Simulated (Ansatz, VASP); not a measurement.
**Two plane-wave programs on SrO**

The input INCAR:

```
SYSTEM = SrO
ALGO     = Normal         ! electronic algorithm
EDIFF    = 1E-7           ! SCF threshold, eV
ENCUT    = 520            ! plane-wave cutoff, eV
GGA      = PE             ! functional
ISIF     = 2              ! what is computed and relaxed
ISMEAR   = 0              ! smearing method
LASPH    = .TRUE.         ! aspherical terms in the spheres
LCHARG   = .FALSE.        ! write CHGCAR
LREAL    = .FALSE.        ! projectors in reciprocal space
LWAVE    = .FALSE.        ! write WAVECAR
NBANDS   = 15             ! bands
NELM     = 60             ! most SCF steps
PREC     = Accurate       ! precision mode
SIGMA    = 0.01           ! smearing width, eV
```

Contents of KPOINTS:

```
k-points
0
G
  8 8 8
  0 0 0
```

POSCAR

```
SrO
1.0
    0.0000000000      2.5798927173      2.5798927173
    2.5798927173      0.0000000000      2.5798927173
    2.5798927173      2.5798927173      0.0000000000
Sr O
1 1
Direct
    0.5000000000      0.5000000000      0.5000000000
    0.0000000000      0.0000000000      0.0000000000
```

Input for Ansatz:

```yaml
crystal:
  lattice:
    - [0.0, 2.5798927173, 2.5798927173]
    - [2.5798927173, 0.0, 2.5798927173]
    - [2.5798927173, 2.5798927173, 0.0]
  atoms:
    - { symbol: Sr, position: [0.5, 0.5, 0.5] }
    - { symbol: O, position: [0.0, 0.0, 0.0] }
kpoints:
  mp_grid: { grid: [8, 8, 8] }
  band_path:
    path:
      - [0.0, 0.0, 0.0]
      - [0.5, 0.0, 0.5]
      - [0.625, 0.25, 0.625]
      - [0.375, 0.375, 0.75]
      - [0.5, 0.5, 0.5]
      - [0.5, 0.25, 0.75]
      - [0.0, 0.5, 0.5]
    npoints: 1
hamiltonian:
  xc: pbe
scf:
  occupations: { method: fixed }
  n_extra_bands: 4
output:
  forces: true
  stress: true
  eigenvalues: true
```

Alike in both runs: task single point; functional PBE; k mesh 8 × 8 × 8; no spin polarisation.

|  | VASP | Ansatz |
| --- | --- | --- |
| version | VASP 6.6.1 | Ansatz 0.2.0 |
| potentials or method | VASP PAW PBE potentials, release 64 (Sr_sv, O) | plane waves, PAW |
| plane-wave cutoff (eV) | 520 | 420 |
| occupations | gaussian, width 0.01 eV | fixed |
| valence electrons in the cell | 16 | 16 |

Ansatz gave:

```
gap on the k mesh at the Fermi level (eV) : 3.32
pressure (GPa)                            : 1.8
```

**Question.** Estimate VASP's values.

**Answer.** gap on the k mesh at the Fermi level (eV): 3.27; pressure (GPa): 2.4.
